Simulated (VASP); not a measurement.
# ScAl15N16: single point with PBEsol

ScAl15N16:

```xyz
32
Lattice="-3.1439 -5.4454 0.0000 6.2878 0.0000 0.0000 0.0000 0.0000 10.0610" Properties=species:S:1:pos:R:3 pbc="T T T"
Sc    4.7159   -0.9076    0.0000
Al    4.7159   -0.9076    5.0305
Al    1.5720   -0.9076    0.0000
Al    1.5720   -0.9076    5.0305
Al    3.1439   -3.6303    0.0000
Al    3.1439   -3.6303    5.0305
Al    0.0000   -3.6303    0.0000
Al    0.0000   -3.6303    5.0305
Al    0.0000   -1.8151    2.5152
Al    0.0000   -1.8151    7.5457
Al    3.1439   -1.8151    2.5152
Al    3.1439   -1.8151    7.5457
Al   -1.5720   -4.5379    2.5152
Al   -1.5720   -4.5379    7.5457
Al    1.5720   -4.5379    2.5152
Al    1.5720   -4.5379    7.5457
N     4.7159   -0.9076    1.9116
N     4.7159   -0.9076    6.9421
N     1.5720   -0.9076    1.9116
N     1.5720   -0.9076    6.9421
N     3.1439   -3.6303    1.9116
N     3.1439   -3.6303    6.9421
N     0.0000   -3.6303    1.9116
N     0.0000   -3.6303    6.9421
N     0.0000   -1.8151    4.4268
N     0.0000   -1.8151    9.4573
N     3.1439   -1.8151    4.4268
N     3.1439   -1.8151    9.4573
N    -1.5720   -4.5379    4.4268
N    -1.5720   -4.5379    9.4573
N     1.5720   -4.5379    4.4268
N     1.5720   -4.5379    9.4573
```

* Program: VASP 6.6.1
* Task: single point
* Functional: PBEsol
* Potentials or basis: VASP PAW PBE potentials, release 64 (Sc_sv, Al, N)
* Cutoff: 520 eV
* k mesh: 3 × 3 × 2
* Occupations: gaussian, width 0.1 eV
* Spin: no spin polarisation
* Dipole correction: no
* Further INCAR settings: LREAL = Auto; ALGO = Normal; EDIFF = 1e-06; NBANDS = 90

The pressure is -0.6 GPa, the largest force is 3.510 eV/Å and the band gap on the k mesh is 4.05 eV.

Forces on the atoms (eV/Å):
```
Sc   0.000  0.000 -0.551
Al   0.000  0.000 -0.238
Al   0.000 -0.239 -0.265
Al   0.000 -0.010 -0.093
Al  -0.207  0.120 -0.265
Al  -0.009  0.005 -0.093
Al   0.207  0.120 -0.265
Al   0.009  0.005 -0.093
Al   0.002 -0.001  0.031
Al   0.181 -0.105 -0.070
Al  -0.002 -0.001  0.031
Al  -0.181 -0.105 -0.070
Al   0.000  0.000 -0.059
Al   0.000  0.000 -0.163
Al   0.000  0.002  0.031
Al   0.000  0.209 -0.070
N    0.000  0.000  3.510
N    0.000  0.000  0.215
N    0.000  0.024  0.105
N    0.000  0.046  0.087
N    0.021 -0.012  0.105
N    0.040 -0.023  0.087
N   -0.021 -0.012  0.105
N   -0.040 -0.023  0.087
N    0.036 -0.021  0.141
N    2.819 -1.627 -0.917
N   -0.036 -0.021  0.141
N   -2.819 -1.627 -0.917
N    0.000  0.000  0.076
N    0.000  0.000  0.148
N    0.000  0.042  0.141
N    0.000  3.255 -0.917
```

Stress tensor (GPa, compression positive):
```
-0.80  0.00  0.00
 0.00 -0.80  0.00
 0.00  0.00 -0.16
```

Levels at points of the mesh, in eV from the valence-band top:
```csv
k point,band 64,band 65,band 66,band 67,band 68,band 69,band 70,band 71,band 72,band 73
"(0.00, 0.00, 0.00)",-0.26,-0.26,-0.11,-0.11,0.00,4.05,5.10,5.10,5.10,5.19
"(0.00, 0.00, 0.50)",-0.40,-0.26,-0.26,-0.12,-0.12,4.67,4.88,4.88,4.94,4.96
```

Wall time 5.7 min on 1 thread of Intel(R) Xeon(R) Platinum 8259CL CPU @ 2.50GHz (Skylake/Cascade Lake), on a shared host, peak memory 0.49 GiB.

Caveat: the PAW data sets were made with another functional, which shifts forces and pressure a little.
